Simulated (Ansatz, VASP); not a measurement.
# BN: VASP beside Ansatz

```
B N
1.0
    -2.55458    0.00000    0.00000
    -1.27729   -2.21233    0.00000
     0.00000    0.00000   13.17354
B N
6 6
Direct
  0.66667 0.66667 0.22042
  0.66667 0.66667 0.54110
  0.66667 0.66667 0.86179
  0.33333 0.33333 0.06008
  0.33333 0.33333 0.38076
  0.33333 0.33333 0.70145
  0.66667 0.66667 0.10029
  0.66667 0.66667 0.42097
  0.66667 0.66667 0.74165
  0.33333 0.33333 0.90200
  0.33333 0.33333 0.26063
  0.33333 0.33333 0.58131
```

Alike in both runs: task single point; functional PBE; k mesh 10 × 10 × 2; occupations gaussian, width 0.05 eV; no spin polarisation.

```csv
,VASP,Ansatz
version,VASP 6.6.1,Ansatz 0.2.0
potentials or method,"VASP PAW PBE potentials, release 64 (B, N), cutoff 520 eV","scalar-relativistic, plane waves, PAW"
valence electrons in the cell,48,48
```

```csv
,VASP,Ansatz,Ansatz less VASP
gap on the k mesh at the Fermi level (eV),3.83,3.83,0.000
least direct gap on the mesh (eV),4.56,4.56,-0.004
pressure (GPa),-6.0,-6.2,-0.20
"traceless stress, the component that is largest in VASP (GPa)",-10.16,-10.09,+0.068
rms of the force components (eV/Å),0.628,0.627,-0.0017
```

Atom by atom the forces differ by 0.004 eV/Å (rms over components).
